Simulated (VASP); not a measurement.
# NaF (P1) in VASP: single point with PBEsol

Aim: the single point of NaF with PBEsol.

Program: VASP 6.6.1. These are calculated values, not measurements. Logs are shortened: lines on timing, memory, paths and dates and some standing lists are left out, and cuts for length are marked.

### 1 The cell of the first run

The typed cell holds 16 atoms: a = 6.571 Å, b = 6.571 Å, c = 6.571 Å, α = 60.00°, β = 60.00°, γ = 60.00°.

### 2 Single point, PBEsol

Contents of INCAR:

```
SYSTEM = NaF
PREC = Accurate
ENCUT = 520
EDIFF = 1E-7
ISMEAR = -1
SIGMA = 0.02
LREAL = Auto
LASPH = .TRUE.
NELM = 100
ALGO = Normal
ISIF = 2
LWAVE = .FALSE.
LCHARG = .TRUE.
GGA = PS
LELF = .TRUE.
LVHAR = .TRUE.
NBANDS = 70
LUSENCCL = .FALSE.
```

Contents of KPOINTS:

```
regular mesh
0
G
  4 4 4
  0 0 0
```

Contents of POSCAR:

```
NaF
1.0
   -4.6466000000     -4.6466000000      0.0000000000
    0.0000000000     -4.6466000000      4.6466000000
   -4.6466000000      0.0000000000      4.6466000000
Na F
8 8
Direct
    0.5132815904      0.9822085218      0.9887408358
    0.0071432273      0.0125365668      0.0008948965
    0.4885314966      0.4743459958      0.0165436219
    0.9913663875      0.5036019931      0.0034682983
    0.5025968041      0.9959095128      0.5082787085
    0.9852797029      0.0199742053      0.5092782744
    0.4958432766      0.5160645199      0.4959002513
    0.9913391863      0.4927457397      0.5238125562
    0.7525309621      0.2812374169      0.2512013726
    0.2694478109      0.2331286645      0.2741298621
    0.7479553076      0.7659898862      0.2385510186
    0.2439766653      0.7417520424      0.2681353865
    0.7409897011      0.2631338533      0.7471105557
    0.2440012539      0.2473410371      0.7711326143
    0.7449874864      0.7434319623      0.7435592295
    0.2818344653      0.7356178427      0.7658388885
```

Potentials or basis: VASP PAW PBE potentials, release 64 (Na_pv, F).

Launch:

```bash
$ cat potpaw_PBE.64/Na_pv/POTCAR potpaw_PBE.64/F/POTCAR > POTCAR
$ mpirun -np 1 vasp_std > vasp.out
```

OUTCAR:

```text
SYSTEM = NaF
   PREC = Accurate
   ENCUT = 520
   EDIFF = 1E-7
   ISMEAR = -1
   LREAL = Auto
   LASPH = .TRUE.
   NELM = 100
   ISIF = 2
   GGA = PS

 ion  position               nearest neighbor table
   1  0.513  0.982  0.989-  15 2.25  11 2.26  14 2.27
   2  0.007  0.013  0.001-  14 2.19  12 2.35
   3  0.489  0.474  0.017-  16 2.14  10 2.15  13 2.24   9 2.35
   4  0.991  0.504  0.003-   9 2.15  14 2.27  11 2.31
   5  0.503  0.996  0.508-  10 2.17  15 2.22  16 2.24  11 2.33
   6  0.985  0.020  0.509-  13 2.24   9 2.28  10 2.32
   7  0.496  0.516  0.496-   9 2.23  12 2.23  16 2.29  13 2.31  11 2.33
   8  0.991  0.493  0.524-  15 2.19  13 2.23  14 2.32  12 2.33
   9  0.753  0.281  0.251-   4 2.15   7 2.23   6 2.28   3 2.35
  10  0.269  0.233  0.274-   3 2.15   5 2.17   6 2.32
  11  0.748  0.766  0.239-   1 2.26   4 2.31   5 2.33   7 2.33
  12  0.244  0.742  0.268-   7 2.23   8 2.33   2 2.35
  13  0.741  0.263  0.747-   8 2.23   6 2.24   3 2.24   7 2.31
  14  0.244  0.247  0.771-   2 2.19   4 2.27   1 2.27   8 2.32
  15  0.745  0.743  0.744-   8 2.19   5 2.22   1 2.25
  16  0.282  0.736  0.766-   3 2.14   5 2.24   7 2.29

  LATTYP: Found a face centered cubic cell.
 ALAT       =     9.2932000000

  Lattice vectors:

 A1 = (  -4.6466000000,  -4.6466000000,   0.0000000000)
 A2 = (   0.0000000000,  -4.6466000000,   4.6466000000)
 A3 = (  -4.6466000000,   0.0000000000,   4.6466000000)

Analysis of symmetry for initial positions (statically):
=====================================================================
 Subroutine PRICEL returns:
 Original cell was already a primitive cell.

 Routine SETGRP: Setting up the symmetry group for a
 face centered cubic supercell.

 Subroutine GETGRP returns: Found  1 space group operations
 (whereof  1 operations were pure point group operations)
 out of a pool of 48 trial point group operations.

The static configuration has the point symmetry C_1 .

Analysis of symmetry for dynamics (positions and initial velocities):
=====================================================================
 Subroutine PRICEL returns:
 Original cell was already a primitive cell.

 Routine SETGRP: Setting up the symmetry group for a
 face centered cubic supercell.

 Subroutine GETGRP returns: Found  1 space group operations
 (whereof  1 operations were pure point group operations)
 out of a pool of 48 trial point group operations.

The dynamic configuration has the point symmetry C_1 .

 Subroutine INISYM returns: Found  1 space group operations
 (whereof  1 operations are pure point group operations),
 and found     1 'primitive' translations

----------------------------------------------------------------------------------------

                                     Primitive cell

  volume of cell :     200.6485

  direct lattice vectors                    reciprocal lattice vectors
    -4.646600000 -4.646600000  0.000000000    -0.107605561 -0.107605561 -0.107605561
     0.000000000 -4.646600000  4.646600000     0.107605561 -0.107605561  0.107605561
    -4.646600000  0.000000000  4.646600000    -0.107605561  0.107605561  0.107605561

  length of vectors
     6.571284739  6.571284739  6.571284739     0.186378299  0.186378299  0.186378299

  position of ions in fractional coordinates (direct lattice)
     0.513281590  0.982208522  0.988740836
     0.007143227  0.012536567  0.000894897
     0.488531497  0.474345996  0.016543622
     0.991366388  0.503601993  0.003468298
     0.502596804  0.995909513  0.508278709
     0.985279703  0.019974205  0.509278274
[... 8 lines left out ...]
     0.744987486  0.743431962  0.743559230
     0.281834465  0.735617843  0.765838888

  ion indices of the primitive-cell ions
   primitive index   ion index
                 1           1
                 2           2
                 3           3
                 4           4
                 5           5
                 6           6
[... 8 lines left out ...]
                15          15
                16          16

----------------------------------------------------------------------------------------

 KPOINTS: regular mesh

Automatic generation of k-mesh.
 Grid dimensions read from file:
 generate k-points for:    4    4    4

 Generating k-lattice:

  Cartesian coordinates                     Fractional coordinates (reciprocal lattice)
    -0.026901390 -0.026901390 -0.026901390     0.250000000  0.000000000  0.000000000
     0.026901390 -0.026901390  0.026901390     0.000000000  0.250000000  0.000000000
    -0.026901390  0.026901390  0.026901390     0.000000000  0.000000000  0.250000000

  Length of vectors
     0.046594575  0.046594575  0.046594575

  Shift w.r.t. Gamma in fractional coordinates (k-lattice)
     0.000000000  0.000000000  0.000000000

 Subroutine IBZKPT returns following result:
 ===========================================

 Found     36 irreducible k-points:

 Following reciprocal coordinates:
            Coordinates               Weight
  0.000000  0.000000  0.000000      1.000000
  0.250000  0.000000  0.000000      2.000000
  0.000000  0.250000  0.000000      2.000000
  0.000000  0.000000  0.250000      2.000000
  0.250000  0.250000  0.250000      2.000000
  0.500000  0.000000  0.000000      1.000000
[... 16 lines left out ...]
  0.250000  0.500000  0.500000      2.000000
  0.500000  0.000000  0.250000      2.000000
 [... further k-points ...]
   k-points           NKPTS =     36   k-points in BZ     NKDIM =     36   number of bands    NBANDS=     70
   number of dos      NEDOS =    301   number of ions     NIONS =     16
   total plane-waves  NPLWV = 125000
   dimension x,y,z NGX =    50 NGY =   50 NGZ =   50
   dimension x,y,z NGXF=   100 NGYF=  100 NGZF=  100
   ions per type =               8   8
   NGX,Y,Z   is equivalent  to a cutoff of  12.65, 12.65, 12.65 a.u.
   NGXF,Y,Z  is equivalent  to a cutoff of  25.30, 25.30, 25.30 a.u.
 SYSTEM =  NaF
   PREC   = accura    normal or accurate (medium, high low for compatibility)
   ISTART =      0    job   : 0-new  1-cont  2-samecut
   ICHARG =      2    charge: 1-file 2-atom 10-const
   ISPIN  =      1    spin polarized calculation?
   LNONCOLLINEAR =      F non collinear calculations
   LSORBIT =      F    spin-orbit coupling
   LASPH  =      T    aspherical Exc in radial PAW
   ENCUT  =  520.0 eV  38.22 Ry    6.18 a.u.  12.22 12.22 12.22*2*pi/ulx,y,z
   NELM   =    100;   NELMIN=  2; NELMDL= -5     # of ELM steps
   EDIFF  = 0.1E-06   stopping-criterion for ELM
   LREAL  =      T    real-space projection
   EDIFFG = 0.1E-05   stopping-criterion for IOM
   NSW    =      0    number of steps for IOM
   IBRION =     -1    ionic relax: 0-MD 1-quasi-New 2-CG
   NFREE  =      0    steps in history (QN), initial steepest desc. (CG)
   ISIF   =      2    stress and relaxation
   ISYM   =      2    0-nonsym 1-usesym 2-fastsym
   POTIM  = 0.5000    time-step for ionic-motion
   TEBEG  =    0.0;   TEEND  =   0.0 temperature during run
   PSTRESS=    0.0 pullay stress
   NELECT =     112.0000    total number of electrons
   NUPDOWN=      -1.0000    fix difference up-down
   EMIN   =  10.00;   EMAX   =-10.00  energy-range for DOS
   EFERMI =   0.00;   METHOD = LEGACY
   ISMEAR =    -1;   SIGMA  =   0.02  broadening in eV -4-tet -1-fermi 0-gaus
   EFERMI_NEDOS =   21; number of points for ismear=-14 and -15
   IALGO  =     38    algorithm
   IMIX   =      4    mixing-type and parameters
     AMIX     =   0.40;   BMIX     =  1.00
     AMIX_MAG =   1.60;   BMIX_MAG =  1.00
  volume/ion in A,a.u.               =      12.54        84.63
  Fermi-wavevector in a.u.,A,eV,Ry     =   1.347935  2.547227 24.720809  1.816928
  Thomas-Fermi vector in A             =   2.475645
   LORBIT       =      0    0 simple, 1 ext, 2 COOP (PROOUT), +10 PAW based schemes
   GGA     = PS    functional components
   LHFCALC =     F    Hartree Fock is set to
   AEXX    =    0.0000 exact exchange contribution
   IVDW    =     0    specifies the selected vdW correction
   LEPSILON=     F    determine dielectric tensor
   LRPA    =     F    only Hartree local field effects (RPA)
 non-spin polarized calculation
  energy-cutoff  :      520.00
  volume of cell :      200.65
 maximum number of plane-waves:      5434
 NGX is ok and might be reduce to    50
   NGX = 25   NGY = 25   NGZ = 25

 number of electron     111.9999991 magnetization

 Free energy of the ion-electron system (eV)
  ---------------------------------------------------
  ext. energy  EPLUGINS =         0.00000000
  ---------------------------------------------------
  free energy    TOTEN  =       -69.72783800 eV

  energy without entropy =      -69.72783800  energy(sigma->0) =      -69.72783800

 E-fermi :  -1.6293     XC(G=0):  -9.2823

 val. band max:       -2.1328136021   @ k =   0.0000   0.0000   0.0000
 cond. band min:       3.8752835441   @ k =   0.0000   0.0000   0.0000
 fundamental gap:      6.0080971461
 Fermi energy:        -1.6292961330

 k-point     1 :       0.0000    0.0000    0.0000
  band No.  band energies     occupation
      1     -21.9294      2.00000
      2     -21.9252      2.00000
      3     -21.9236      2.00000
      4     -21.9090      2.00000
      5     -21.3658      2.00000
      6     -21.3357      2.00000
[... 60 lines left out ...]
     67      10.5852      0.00000
     68      10.6878      0.00000

 k-point     2 :       0.2500    0.0000    0.0000
  band No.  band energies     occupation
      1     -21.8873      2.00000
      2     -21.8764      2.00000
      3     -21.8665      2.00000
      4     -21.8559      2.00000
      5     -21.4811      2.00000
      6     -21.4459      2.00000
[... 60 lines left out ...]
     67      10.3228      0.00000
     68      10.8761      0.00000

 k-point     3 :       0.0000    0.2500    0.0000
  band No.  band energies     occupation
      1     -21.8888      2.00000
      2     -21.8764      2.00000
      3     -21.8670      2.00000
      4     -21.8559      2.00000
      5     -21.4866      2.00000
      6     -21.4350      2.00000
[... 1480 lines left out ...]
     67      10.7245      0.00000
     68      11.1200      0.00000

 k-point    24 :       0.5000    0.0000    0.2500
  band No.  band energies     occupation
      1     -21.8282      2.00000
      2     -21.8035      2.00000
      3     -21.7810      2.00000
      4     -21.7642      2.00000
      5     -21.6098      2.00000
      6     -21.5723      2.00000
[... 60 lines left out ...]
     67      10.6986      0.00000
     68      11.1574      0.00000

 [... further k-points ...]

 [bands above 68 left out]

------------------------ aborting loop because EDIFF is reached ----------------------------------------

  FORCE on cell =-STRESS in cart. coord.  units (eV):
  Direction    XX          YY          ZZ          XY          YZ          ZX
  --------------------------------------------------------------------------------------
  -------------------------------------------------------------------------------------
  Total        0.8685498      0.6236236      0.0886868     -0.1160797      0.1624359      0.0726164
  in kB        6.9353669      4.9796325      0.7081641     -0.9268956      1.2970504      0.5798414
  external PRESSURE =       4.2077212 kB  Pullay stress =       0.0000000 kB

 VOLUME and BASIS-vectors are now :
 -----------------------------------------------------------------------------
  energy-cutoff  :      520.00
  volume of cell :      200.65
      direct lattice vectors                 reciprocal lattice vectors
    -4.646600000 -4.646600000  0.000000000    -0.107605561 -0.107605561 -0.107605561
     0.000000000 -4.646600000  4.646600000     0.107605561 -0.107605561  0.107605561
    -4.646600000  0.000000000  4.646600000    -0.107605561  0.107605561  0.107605561

 POSITION                                       TOTAL-FORCE (eV/Angst)
 -----------------------------------------------------------------------------------
     -6.97930     -6.94894      9.15821        -0.028034      0.099257      0.409276
     -0.03735     -0.09144      0.06241        -0.126670      0.415566     -0.062888
     -2.34688     -4.47411      2.28097        -0.255223     -0.458404      0.260424
     -4.62260     -6.94652      2.35615        -0.166659     -0.444720      0.063825
     -4.69713     -6.96296      6.98936        -0.056958     -0.098316     -0.051180
     -6.94461     -4.67101      2.45922        -0.164996     -0.045689     -0.412434
[... 8 lines left out ...]
     -6.91668     -6.91609      6.90945        -0.327996     -0.281162      0.302904
     -4.86812     -4.72769      6.97667         0.792372      0.350375      0.208432
 -----------------------------------------------------------------------------------
    total drift:                                0.004430      0.005192     -0.004571

  FREE ENERGIE OF THE ION-ELECTRON SYSTEM (eV)
  ---------------------------------------------------
  free  energy   TOTEN  =       -69.7278380008 eV

  energy  without entropy=      -69.7278380008  energy(sigma->0) =      -69.72783800
```

Run time: 5.3 min. Hardware: 1 × NVIDIA H100 80GB with 1 thread of AMD EPYC 7R13 (Zen 3), shared host; peak memory 1.6 GiB.

What came out:

```
Free energy            : -69.7278 eV
Pressure               : 0.4 GPa
Largest force          : 0.891 eV/Å
Band gap on the k mesh : 6.01 eV
```

Forces on the atoms (eV/Å):
```
Na  -0.028  0.099  0.409
Na  -0.127  0.416 -0.063
Na  -0.255 -0.458  0.260
Na  -0.167 -0.445  0.064
Na  -0.057 -0.098 -0.051
Na  -0.165 -0.046 -0.412
Na  -0.084  0.062  0.138
Na   0.192 -0.326 -0.254
F   -0.045  0.538 -0.346
F    0.487  0.429  0.036
F   -0.170 -0.091 -0.091
F    0.182 -0.106  0.115
F   -0.297  0.191 -0.210
F    0.069 -0.234 -0.106
F   -0.328 -0.281  0.303
F    0.792  0.350  0.208
```

Caveat: the atoms stand as in a frame of molecular dynamics; the PAW data sets were made with another functional, which shifts forces and pressure a little.
